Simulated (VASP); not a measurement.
SnBi2O5:

```
CELL_PARAMETERS angstrom
2.00000 -5.60000 0.00000
2.00000 5.60000 0.00000
0.00000 0.00000 11.50000
ATOMIC_POSITIONS crystal
Sn 0.19000 0.81000 0.25000
Sn 0.81000 0.19000 0.75000
Bi 0.86500 0.13500 0.43500
Bi 0.86500 0.13500 0.06500
Bi 0.13500 0.86500 0.93500
Bi 0.13500 0.86500 0.56500
O 0.31200 0.68800 0.43000
O 0.04800 0.95200 0.38300
O 0.31200 0.68800 0.07000
O 0.04800 0.95200 0.11700
O 0.76500 0.23500 0.25000
O 0.68800 0.31200 0.93000
O 0.95200 0.04800 0.88300
O 0.68800 0.31200 0.57000
O 0.95200 0.04800 0.61700
O 0.23500 0.76500 0.75000
```

| Quantity | Value |
| --- | --- |
| Program | VASP 6.6.1 |
| Task | relaxation of cell and atoms |
| Functional | PBE |
| Potentials or basis | VASP PAW PBE potentials, release 64 (Sn_d, Bi_d, O) |
| Cutoff | 600 eV |
| k mesh | 3 × 3 × 1 |
| Occupations | gaussian, width 0.15 eV |
| Spin | no spin polarisation |

At the start: pressure 16.6 GPa; volume 16.10 Å³/atom.

Task: How do energy, volume and symmetry change on relaxing?

Result: Over 24 steps the energy falls by 369.4 meV/atom and the volume is 17.42 Å³/atom (+8.2 %); space group Cmcm (No. 63, to 0.1 Å) before and after.

Step by step:
```tsv
step	energy change (eV)	largest force (eV/Å)	pressure (GPa)	volume (Å³)
1	0.0000	2.2344	16.61	257.60
2	-2.1722	1.3041	-10.32	323.97
3	-3.0494	1.6746	-3.86	297.20
4	-4.2315	1.1611	-2.03	290.68
5	-4.3249	2.0604	-0.75	288.56
6	-5.0518	0.8112	1.14	281.50
7	-5.0702	0.9564	1.66	280.23
8	-5.3806	1.1272	-1.13	285.32
9	-5.4013	1.3521	-1.87	287.04
10	-5.5750	0.6891	0.55	280.55
11	-5.5750	0.6929	0.55	280.52
12	-5.7224	0.3307	0.28	278.72
13	-5.7326	0.2563	0.23	278.05
14	-5.7850	0.2363	-0.19	278.80
15	-5.8293	0.4208	-0.86	280.01
16	-5.8632	0.1958	-0.04	278.42
17	-5.8705	0.2291	0.60	277.25
18	-5.8861	0.1769	0.47	277.70
19	-5.8964	0.1263	0.33	278.27
20	-5.8844	0.2134	0.07	279.41
21	-5.8976	0.1459	0.26	278.53
22	-5.9052	0.1613	-0.39	279.61
23	-5.9056	0.1289	-0.27	279.40
24	-5.9100	0.0715	-0.01	278.78
```

Final structure:
```
Sn Bi O
1.0
     2.09609   -6.14359    0.00000
     2.09609    6.14359    0.00000
     0.00000    0.00000   10.82417
Sn Bi O
2 4 10
Direct
  0.17108 0.82892 0.25000
  0.82892 0.17108 0.75000
  0.86111 0.13889 0.43013
  0.86111 0.13889 0.06987
  0.13889 0.86111 0.93013
  0.13889 0.86111 0.56987
  0.27923 0.72077 0.41271
  0.05732 0.94268 0.38737
  0.27923 0.72077 0.08729
  0.05732 0.94268 0.11263
  0.71712 0.28288 0.25000
  0.72077 0.27923 0.91271
  0.94268 0.05732 0.88737
  0.72077 0.27923 0.58729
  0.94268 0.05732 0.61263
  0.28288 0.71712 0.75000
```

Caveat: the k points lie up to 0.58 Å⁻¹ apart in the final cell; the relaxation stopped at a loose force limit of 0.08 eV/Å, so its end isn't a converged minimum.
